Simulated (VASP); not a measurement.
Here is a VASP 6.6.1 calculation.

Contents of INCAR:

```
PREC = Accurate
ENCUT = 500
EDIFF = 1E-6
ISMEAR = 0
SIGMA = 0.01
LREAL = F
LASPH = T
NELM = 120
ALGO = Normal
ISIF = 2
LWAVE = F
LCHARG = F
GGA = PE
NBANDS = 16
GGA_COMPAT = F
```

KPOINTS

```
regular mesh
0
Gamma
  10 10 10
```

POSCAR

```
GaAs
1.0
    0.0000000000      2.8729562182      2.8729562182
    2.8729562182      0.0000000000      2.8729562182
    2.8729562182      2.8729562182      0.0000000000
Ga As
1 1
Direct
    0.0000000000      0.0000000000      0.0000000000
    0.2500000000      0.2500000000      0.2500000000
```

Potentials or basis: VASP PAW PBE potentials, release 64 (Ga_d, As).

Launch:

```console
$ cat potpaw_PBE.64/Ga_d/POTCAR potpaw_PBE.64/As/POTCAR > POTCAR
$ mpirun -np 1 vasp_std > vasp.out
```

Question: Estimate the pressure.

Answer: 0.1 GPa.

Question: What does it give for the band gap on the k mesh?

Answer: 0.16 eV, direct.
